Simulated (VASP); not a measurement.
A run of VASP 6.6.1 is set up as follows.

The input INCAR:

```
PREC = Accurate
ENCUT = 520
EDIFF = 1E-6
ISMEAR = -1
SIGMA = 0.02
LREAL = False
LASPH = True
NELM = 120
ALGO = Normal
ISIF = 2
LWAVE = False
LCHARG = False
GGA = PE
IVDW = 12
NBANDS = 48
GGA_COMPAT = False
```

The input KPOINTS:

```
Automatic mesh
0
Gamma
  1 1 1
```

The input POSCAR:

```
H12CO8
1.0
    6.2658270000      0.0000000000      0.0000000000
    0.0000000000      6.2658270000      0.0000000000
    0.0000000000      0.0000000000      6.2658270000
O H C
8 12 1
Direct
    0.2219659113      0.0810906525      0.8698293138
    0.5308158045      0.4540342400      0.4616948409
    1.0087894224      0.2712491105      0.2309830769
    0.2822452647      0.6928055945      0.2175451062
    0.9609904646      0.6337710888      0.8778729448
    0.9969474101      0.9023709081      0.4793621018
    0.6601044044      0.2730685032      0.8468475111
    0.6287278599      0.0053783802      1.1049778425
    0.1102488147      0.1611120128      0.9394929033
    0.1756671546      0.0536242063      0.7111910367
    0.5950052563      0.4658602927      0.6108690840
    0.6357021986      0.3559466292      0.3917280193
    1.1002857245      0.3760557066      0.3005349493
    0.9957185221      0.1474346483      0.3355502793
    0.3562817805      0.8187586411      0.1705600873
    0.3834130754      0.6214502890      0.3162711004
    0.8825331437      0.5320287330      0.9528351166
    1.0895130044      0.6711963161      0.9655868252
    1.0848847247      0.8043152165      0.3752098486
    0.9766946965      0.7994315834      0.6044054520
    0.6410167405      0.1314112247      0.9684595505
```

Potentials or basis: VASP PAW PBE potentials, release 64 (O, H, C).

The run is started by

```bash
$ cat potpaw_PBE.64/O/POTCAR potpaw_PBE.64/H/POTCAR potpaw_PBE.64/C/POTCAR > POTCAR
$ mpirun -np 1 vasp_gam > vasp.out
```

What does it give for the band gap on the k mesh?

4.24 eV.

Predict the pressure.

-1.9 GPa.

Estimate the largest force.

3.036 eV/Å.

Predict the dispersion energy per atom.

-0.035 eV.

Forces in eV/Å, atoms in the order of the input:
```
O    0.031 -0.974 -2.705
O    1.636 -0.618  1.191
O   -0.401 -0.798  0.854
O   -0.572 -0.272  0.184
O    1.974  2.061 -1.037
O    0.931 -2.322  0.253
O    0.217 -0.249 -0.113
O   -0.103 -0.717  0.255
H   -0.310  0.348  0.291
H    0.431  0.423  2.446
H   -0.985 -0.067 -1.700
H   -0.683  0.735  0.289
H   -0.001 -0.117 -0.125
H    0.151  0.843 -0.702
H    0.291  0.634 -0.375
H    0.219 -0.275  0.062
H   -0.943 -1.492  1.192
H   -0.971 -0.434 -0.389
H   -0.668  1.286  0.940
H   -0.122  1.111 -0.883
C   -0.122  0.892  0.071
```

Caveat: the k points lie up to 1.00 Å⁻¹ apart.
